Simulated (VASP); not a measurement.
Set up this calculation in VASP 6.6.1, as the native input.

```yaml
Task: single point
Functional: PBEsol
Potentials_or_basis: VASP PAW PBE potentials, release 64 (Si, Mo_sv)
Cutoff: 520 eV
k_mesh: 18 × 18 × 18
Occupations: gaussian, width 0.1 eV
Spin: no spin polarisation
Dipole_correction: no
Further_INCAR_settings: ALGO = Normal; EDIFF = 1e-07; NBANDS = 18
```

The structure of Si2Mo lies in POSCAR:

```
Si2Mo
1.0
   -1.6005199531      1.6005199531      3.9206545215
    1.6005199531     -1.6005199531      3.9206545215
    1.6005199531      1.6005199531     -3.9206545215
Si Mo
2 1
Direct
    0.3352184723      0.3352184723      0.0000000000
    0.6647815277      0.6647815277      0.0000000000
    0.0000000000      0.0000000000      0.0000000000
```

These files were run (other wordings do the same):

INCAR

```
  PREC = Accurate
  ENCUT = 520
  EDIFF = 1E-7
  ISMEAR = 0
  SIGMA = 0.1
  LREAL = F
  LASPH = T
  NELM = 60
  ALGO = Normal
  ISIF = 2
  LWAVE = F
  LCHARG = F
  GGA = PS
  NBANDS = 18
```

KPOINTS

```
regular mesh
0
Gamma
  18 18 18
```

Potentials or basis: VASP PAW PBE potentials, release 64 (Si, Mo_sv).

Run with:

```bash
$ cat potpaw_PBE.64/Si/POTCAR potpaw_PBE.64/Mo_sv/POTCAR > POTCAR
$ mpirun -np 1 vasp_std > vasp.out
```

It gave:

```json
{
 "Pressure": "-1.6 GPa",
 "Largest force": "0.007 eV/Å",
 "Band gap on the k mesh": "zero (bands 11 and 12 overlap by 0.93 eV)"
}
```

Caveat: the PAW data sets were made with another functional, which shifts forces and pressure a little.

Wall time 22 min on 1 thread of Intel Xeon 8259CL (shared host), peak memory 0.46 GiB.
